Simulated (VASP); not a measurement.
A run of VASP 6.6.1 is set up as follows.

File INCAR:

```
PREC = Accurate
ENCUT = 600
EDIFF = 1E-7
ISMEAR = 0
SIGMA = 0.1
LREAL = F
LASPH = T
NELM = 100
ALGO = Normal
ISIF = 3
LWAVE = F
LCHARG = F
GGA = PE
IBRION = 2
NSW = 100
EDIFFG = -0.01
```

Contents of KPOINTS:

```
regular mesh
0
Gamma
  18 18 6
```

POSCAR

```
Nb2SiN
1.0
    2.9550010905      0.0000000000      0.0000000000
   -1.4775005453      2.5591060126      0.0000000000
    0.0000000000      0.0000000000      9.2091839692
Nb Si N
2 1 1
Direct
    0.0000000000      0.0000000000      0.7982949654
    0.0000000000      0.0000000000      0.2017050346
    0.0000000000      0.0000000000      0.5000000000
    0.0000000000      0.0000000000      0.0000000000
```

Potentials or basis: VASP PAW PBE potentials, release 64 (Nb_sv, Si, N).

Launch:

```sh
$ cat potpaw_PBE.64/Nb_sv/POTCAR potpaw_PBE.64/Si/POTCAR potpaw_PBE.64/N/POTCAR > POTCAR
$ mpirun -np 1 vasp_std > vasp.out
```

**Question.** Estimate the space group after relaxing (to 0.05 Å).

**Answer.** P6/mmm (No. 191).

**Question.** What does it give for the relaxed volume?

**Answer.** 17.45 Å³/atom.

**Question.** What does it give for the relaxed cell?

**Answer.** a = 2.971 Å, b = 2.971 Å, c = 9.128 Å, α = 90.00°, β = 90.00°, γ = 120.00°.

Forces on the atoms (eV/Å):
```
Nb   0.000  0.000  0.007
Nb   0.000  0.000 -0.007
Si   0.000  0.000  0.000
N    0.000  0.000  0.000
```
